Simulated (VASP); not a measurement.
# WC (P-6m2) in VASP: further runs, part 2 of 2

VASP 6.6.1. The steps go on from the part before.

## (6) Single point, PBEsol

This run uses another cell than the first one, of the same volume but with other edges.

INCAR reads:

```
SYSTEM = WC
ALGO = Normal
EDIFF = 1E-6
ENCUT = 910
GGA = PS
GGA_COMPAT = .FALSE.
ISIF = 2
ISMEAR = 0
LASPH = .TRUE.
LCHARG = .FALSE.
LREAL = .FALSE.
LWAVE = .FALSE.
NBANDS = 16
NELM = 120
PREC = Accurate
SIGMA = 0.15
```

KPOINTS reads:

```
k-points
0
G
  21 21 18
  0 0 0
```

POSCAR reads:

```
WC
1.0
    2.7294763531      0.0000000000      0.0000000000
   -1.3647381766      2.3637958608      0.0000000000
    0.0000000000      0.0000000000      3.1946291108
W C
1 1
Direct
    0.0000000000      0.0000000000      0.0000000000
    0.6666666667      0.3333333333      0.5000000000
```

Potentials or basis: VASP PAW PBE potentials, release 64 (W_sv, C_h).

The run is started by

```bash
$ cat potpaw_PBE.64/W_sv/POTCAR potpaw_PBE.64/C_h/POTCAR > POTCAR
$ mpirun -np 1 vasp_std > vasp.out
```

OUTCAR:

```text
SYSTEM = WC
   EDIFF = 1E-6
   ENCUT = 910
   GGA = PS
   ISIF = 2
   ISMEAR = 0
   LASPH = .TRUE.
   LREAL = .FALSE.
   NELM = 120
   PREC = Accurate

 ion  position               nearest neighbor table
   1  0.000  0.000  0.000-   2 2.24   2 2.24   2 2.24   2 2.24   2 2.24   2 2.24
   2  0.667  0.333  0.500-   1 2.24   1 2.24   1 2.24   1 2.24   1 2.24   1 2.24

  LATTYP: Found a hexagonal cell.
 ALAT       =     2.7294763531
 C/A-ratio  =     1.1704183138

  Lattice vectors:

 A1 = (   2.7294763531,   0.0000000000,   0.0000000000)
 A2 = (  -1.3647381766,   2.3637958608,   0.0000000000)
 A3 = (   0.0000000000,   0.0000000000,   3.1946291108)

Analysis of symmetry for initial positions (statically):
=====================================================================
 Subroutine PRICEL returns:
 Original cell was already a primitive cell.

 Routine SETGRP: Setting up the symmetry group for a
 hexagonal supercell.

 Subroutine GETGRP returns: Found 12 space group operations
 (whereof 12 operations were pure point group operations)
 out of a pool of 24 trial point group operations.

The static configuration has the point symmetry D_3h.

Analysis of symmetry for dynamics (positions and initial velocities):
=====================================================================
 Subroutine PRICEL returns:
 Original cell was already a primitive cell.

 Routine SETGRP: Setting up the symmetry group for a
 hexagonal supercell.

 Subroutine GETGRP returns: Found 12 space group operations
 (whereof 12 operations were pure point group operations)
 out of a pool of 24 trial point group operations.

The dynamic configuration has the point symmetry D_3h.

 Subroutine INISYM returns: Found 12 space group operations
 (whereof 12 operations are pure point group operations),
 and found     1 'primitive' translations

----------------------------------------------------------------------------------------

[... 111 lines left out ...]
     AMIX     =   0.40;   BMIX     =  1.00
     AMIX_MAG =   1.60;   BMIX_MAG =  1.00
  volume/ion in A,a.u.               =      10.31        69.55
  Fermi-wavevector in a.u.,A,eV,Ry     =   1.564813  2.957068 33.315762  2.448639
  Thomas-Fermi vector in A             =   2.667381
   LORBIT       =      0    0 simple, 1 ext, 2 COOP (PROOUT), +10 PAW based schemes
   GGA     = PS    functional components
   LHFCALC =     F    Hartree Fock is set to
   AEXX    =    0.0000 exact exchange contribution
   IVDW    =     0    specifies the selected vdW correction
   LEPSILON=     F    determine dielectric tensor
   LRPA    =     F    only Hartree local field effects (RPA)
 non-spin polarized calculation
 Gauss-broadening in eV      SIGMA  =   0.15
  energy-cutoff  :      910.00
  volume of cell :       20.61
 maximum number of plane-waves:      1320
 NGX is ok and might be reduce to    28

 number of electron      18.0000000 magnetization

 Free energy of the ion-electron system (eV)
  ---------------------------------------------------
  ext. energy  EPLUGINS =         0.00000000
  ---------------------------------------------------
  free energy    TOTEN  =       -22.93821982 eV

  energy without entropy =      -22.93494992  energy(sigma->0) =      -22.93658487

 E-fermi :  11.5958     XC(G=0): -14.0340

 val. band max:       11.5955422853   @ k =   0.0476   0.0476   0.3889
 cond. band min:      11.6025400494   @ k =   0.0952   0.0476   0.3889
 fundamental gap:      0.0069977641
 Fermi energy:        11.5958099231

 k-point     1 :       0.0000    0.0000    0.0000
  band No.  band energies     occupation
      1     -62.5373      2.00000
      2     -26.8178      2.00000
      3     -26.1135      2.00000
      4     -26.1135      2.00000
      5      -3.0656      2.00000
      6       6.3091      2.00000
[... 433 lines left out ...]
      3     -26.7047      2.00000
      4     -26.3116      2.00000
      5      -1.3846      2.00000
      6       6.6866      2.00000
[... 8 lines left out ...]
     15      26.5056      0.00000
     16      27.5340      0.00000

 [... further k-points ...]

------------------------ aborting loop because EDIFF is reached ----------------------------------------

  FORCE on cell =-STRESS in cart. coord.  units (eV):
  Direction    XX          YY          ZZ          XY          YZ          ZX
  --------------------------------------------------------------------------------------
  -------------------------------------------------------------------------------------
  Total        5.3050351      5.3050351     -9.8271704     -0.0000000     -0.0000000     -0.0000000
  in kB      412.3719304    412.3719304   -763.8873553     -0.0000000     -0.0000000     -0.0000000
  external PRESSURE =      20.2855018 kB  Pullay stress =       0.0000000 kB

 VOLUME and BASIS-vectors are now :
 -----------------------------------------------------------------------------
  energy-cutoff  :      910.00
  volume of cell :       20.61
      direct lattice vectors                 reciprocal lattice vectors
     2.729476353  0.000000000  0.000000000     0.366370641  0.211524188  0.000000000
    -1.364738177  2.363795861  0.000000000     0.000000000  0.423048376  0.000000000
     0.000000000  0.000000000  3.194629111     0.000000000  0.000000000  0.313025383

 POSITION                                       TOTAL-FORCE (eV/Angst)
 -----------------------------------------------------------------------------------
      0.00000      0.00000      0.00000         0.000000      0.000000      0.000000
      1.36474      0.78793      1.59731        -0.000000     -0.000000      0.000000
 -----------------------------------------------------------------------------------
    total drift:                               -0.000000      0.000000      0.000000

  FREE ENERGIE OF THE ION-ELECTRON SYSTEM (eV)
  ---------------------------------------------------
  free  energy   TOTEN  =       -22.9382198186 eV

  energy  without entropy=      -22.9349499215  energy(sigma->0) =      -22.93658487
```

OSZICAR:

```text
N       E                     dE             d eps       ncg     rms          rms(c)
DAV:   1     0.146408480797E+03    0.14641E+03   -0.13154E+04 15368   0.187E+03
DAV:   2    -0.202033653197E+02   -0.16661E+03   -0.16049E+03 18240   0.432E+02
DAV:   3    -0.254579284406E+02   -0.52546E+01   -0.52062E+01 17200   0.669E+01
DAV:   4    -0.254954850104E+02   -0.37557E-01   -0.37550E-01 19672   0.622E+00
DAV:   5    -0.254957160157E+02   -0.23101E-03   -0.23100E-03 17504   0.494E-01    0.320E+01
DAV:   6    -0.232505302857E+02    0.22452E+01   -0.73728E+00 22048   0.248E+01    0.940E+00
DAV:   7    -0.229917428616E+02    0.25879E+00   -0.12681E+00 18968   0.761E+00    0.765E+00
DAV:   8    -0.229389428309E+02    0.52800E-01   -0.14881E-01 16968   0.372E+00    0.464E-01
DAV:   9    -0.229384717684E+02    0.47106E-03   -0.33978E-03 16928   0.637E-01    0.140E-01
DAV:  10    -0.229382265276E+02    0.24524E-03   -0.40092E-04 19808   0.240E-01    0.467E-02
DAV:  11    -0.229382196480E+02    0.68796E-05   -0.35809E-05 17216   0.667E-02    0.310E-02
DAV:  12    -0.229382198186E+02   -0.17068E-06   -0.16177E-06 13768   0.129E-02
   1 F= -.22938220E+02 E0= -.22936585E+02  d E =-.326990E-02
```

stdout:

```text
POSCAR found type information on POSCAR W C
 POSCAR found :  2 types and       2 ions
 scaLAPACK will be used
 -----------------------------------------------------------------------------
|                                                                             |
|                                                                             |
|     You enforced a specific xc type in the INCAR file but a different       |
|     I HOPE YOU KNOW WHAT YOU ARE DOING!                                     |
|                                                                             |
 -----------------------------------------------------------------------------

 LDA part: xc-table for (Slater+PW92), standard interpolation
 POSCAR, INCAR and KPOINTS ok, starting setup
 FFT: planning ... GRIDC
 FFT: planning ... GRID_SOFT
 FFT: planning ... GRID
 WAVECAR not read
 entering main loop
```

Wall time 2.6 min (1 thread of Intel Xeon Platinum 8375C at 2.90GHz (Ice Lake), shared host); peak memory 0.46 GiB.

What came out:

| Property | Result |
| --- | --- |
| Free energy | -22.9382 eV |
| Pressure | 2.0 GPa |
| Band gap on the k mesh | zero (band 9 reaches 12.08 eV, above the bottom of band 10 at 10.97 eV) |

Stress tensor (GPa, compression positive):
```
 41.24   0.00   0.00
  0.00  41.24   0.00
  0.00   0.00 -76.39
```

Levels at points of the mesh, in eV from the Fermi level:
```
           k point  band 7  band 8  band 9  band 10  band 11  band 12
(0.00, 0.00, 0.00)   -2.35   -2.35   -1.71     3.10     3.10     4.81
(0.00, 0.00, 0.50)   -0.91   -0.91   -0.35    -0.35     0.10     5.14
```

Caveat: the cutoff is under 1.25 times the usual one of these potentials, so pressure, stress and relaxed cells hold a basis-set (Pulay) error; the PAW data sets were made with another functional, which shifts forces and pressure a little; spin-orbit coupling is left out, which moves the levels of the heavy elements.

## (7) The runs side by side

| potentials or basis | cell | cutoff (eV) | second run | gap on the mesh (eV) | pressure (GPa) |
| --- | --- | --- | --- | --- | --- |
| VASP PAW PBE potentials, release 64 (W_sv, C) | a = 2.658, b = 2.658, c = 3.370 Å, angles 90.0, 90.0, 120.0°, 2 atoms | 520 | - | none | 7.9 |
| VASP PAW PBE potentials, release 64 (W_sv, C_h) | a = 3.124, b = 3.124, c = 2.438 Å, angles 90.0, 90.0, 120.0°, 2 atoms | 910 | hard_potentials | none | 27.3 |
| VASP PAW PBE potentials, release 64 (W_sv, C_h) | a = 2.940, b = 2.940, c = 2.753 Å, angles 90.0, 90.0, 120.0°, 2 atoms | 910 | hard_potentials | none | 2.7 |
| VASP PAW PBE potentials, release 64 (W_sv, C_h) | a = 2.810, b = 2.810, c = 3.015 Å, angles 90.0, 90.0, 120.0°, 2 atoms | 910 | hard_potentials | none | -1.0 |
| VASP PAW PBE potentials, release 64 (W_sv, C_h) | a = 2.729, b = 2.729, c = 3.195 Å, angles 90.0, 90.0, 120.0°, 2 atoms | 910 | hard_potentials | none | 2.0 |

Alike in all rows: task single point; level PBEsol; no spin polarisation; k mesh 21 × 21 × 18; smearing gaussian 0.15 eV.

Caveats: the PAW data sets were made with another functional, which shifts forces and pressure a little; spin-orbit coupling is left out, which moves the levels of the heavy elements; the cutoff is under 1.25 times the usual one of these potentials, so pressure, stress and relaxed cells hold a basis-set (Pulay) error (some runs).

Total energies depend on the potentials used, so only differences within one code and one set of settings carry meaning.
